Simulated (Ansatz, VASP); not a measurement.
**One calculation of ScAgC4N4, two programs**

```
Sc Ag C N
1.0
     6.24200    0.00000    0.00000
     0.00000    6.24200    0.00000
     0.00000    0.00000    6.24200
Sc Ag C N
1 1 4 4
Direct
  0.50000 0.50000 0.50000
  0.00000 0.00000 0.00000
  0.19904 0.19904 0.19904
  0.19904 0.80096 0.80096
  0.80096 0.19904 0.80096
  0.80096 0.80096 0.19904
  0.30798 0.30798 0.30798
  0.30798 0.69202 0.69202
  0.69202 0.30798 0.69202
  0.69202 0.69202 0.30798
```

Alike in both runs: task relaxation of cell and atoms; functional PBE; k mesh 4 × 4 × 4; occupations gaussian, width 0.02 eV; no spin polarisation.

```csv
,VASP,Ansatz
version,VASP 6.6.1,Ansatz 0.2.0
potentials or method,"VASP PAW PBE potentials, release 64 (Sc_sv, Ag, C, N), cutoff 600 eV","scalar-relativistic, plane waves, PAW"
valence electrons in the cell,58,66
```

```tsv
	VASP	Ansatz	Ansatz less VASP
gap on the k mesh at the Fermi level, each at its own relaxed structure (eV)	2.74	2.73	-0.011
relaxed volume (Å³/atom)	24.43	24.44	+0.013
relaxed length of the cell vector where the two differ most in proportion (Å)	6.251	6.252	+0.0011
```

VASP's potentials hold 58 valence electrons a cell and Ansatz's 66, so a difference there can come from the potentials and not from the codes.

Noted on VASP's run: the standard files for N, O and F lose accuracy on very short bonds.
